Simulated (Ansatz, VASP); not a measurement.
## One calculation of Te2Pt, two programs

```
Te Pt
1.0
     4.01800    0.00000    0.00000
    -2.00900    3.47969    0.00000
     0.00000    0.00000    5.21200
Te Pt
2 1
Direct
  0.33333 0.66667 0.25000
  0.66667 0.33333 0.75000
  0.00000 0.00000 0.00000
```

Alike in both runs: task relaxation of cell and atoms; functional PBEsol; k mesh 6 × 6 × 4; occupations gaussian, width 0.1 eV; no spin polarisation.

```csv
,VASP,Ansatz
version,VASP 6.6.1,Ansatz 0.2.0
potentials or method,"VASP PAW PBE potentials, release 64 (Te, Pt), cutoff 500 eV","scalar-relativistic, plane waves, PAW"
valence electrons in the cell,22,50
```

```tsv
	VASP	Ansatz	Ansatz less VASP
gap on the k mesh at the Fermi level, each at its own relaxed structure (eV)	none	none	-
relaxed volume (Å³/atom)	24.29	24.37	+0.081
relaxed cell length with the largest relative difference (Å)	5.169	5.178	+0.0098
```

VASP's potentials were made for PBE, not for PBEsol. A gap of «none» marks a metal or a gap that the smearing closes. VASP's potentials hold 22 valence electrons a cell and Ansatz's 50, so a difference there can come from the potentials and not from the codes.

Neither program's run includes spin-orbit coupling.
